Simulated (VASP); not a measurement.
**Ga: single point with RPBE**

Crystal: Ga.

```
CELL_PARAMETERS angstrom
2.94834 0.00000 0.00000
-1.47417 2.55334 0.00000
0.00000 0.00000 9.62776
ATOMIC_POSITIONS crystal
Ga 0.00000 0.00000 0.00000
Ga 0.00000 0.00000 0.50000
Ga 0.33333 0.66667 0.25000
Ga 0.66667 0.33333 0.75000
```

This isn't the form of Ga at room conditions, which is orthorhombic.

```
Program                : VASP 6.6.1
Task                   : single point
Functional             : RPBE
Potentials or basis    : VASP PAW PBE potentials, release 64 (Ga_d)
Cutoff                 : 520 eV
k mesh                 : 13 × 13 × 4
Occupations            : fermi-dirac, width 0.1 eV
Spin                   : no spin polarisation
Dipole correction      : no
Further INCAR settings : ALGO = Normal; EDIFF = 1e-06; NBANDS = 34
```

The pressure is 4.5 GPa. The band gap on the k mesh is zero (bands 26 and 27 overlap by 5.63 eV).

Stress tensor (GPa, compression positive):
```
4.46 0.00 0.00
0.00 4.46 0.00
0.00 0.00 4.58
```

Levels at points of the mesh, in eV from the Fermi level:
| k point | band 22 | band 23 | band 24 | band 25 | band 26 | band 27 | band 28 | band 29 | band 30 | band 31 |
| --- | --- | --- | --- | --- | --- | --- | --- | --- | --- | --- |
| (0.00, 0.00, 0.00) | -9.70 | -9.69 | -4.98 | -4.20 | 3.70 | 3.71 | 10.13 | 10.13 | 10.98 | 10.98 |
| (0.00, 0.00, 0.50) | -10.96 | -7.58 | -7.58 | -0.80 | -0.80 | 8.82 | 8.82 | 10.41 | 10.41 | 10.41 |

Wall time 57 s on 1 thread of Intel(R) Xeon(R) 6975P-C (Granite Rapids), on a shared host, peak memory 0.25 GiB.

Caveat: the cell stands under pressure; the PAW data sets were made with another functional, which shifts forces and pressure a little.
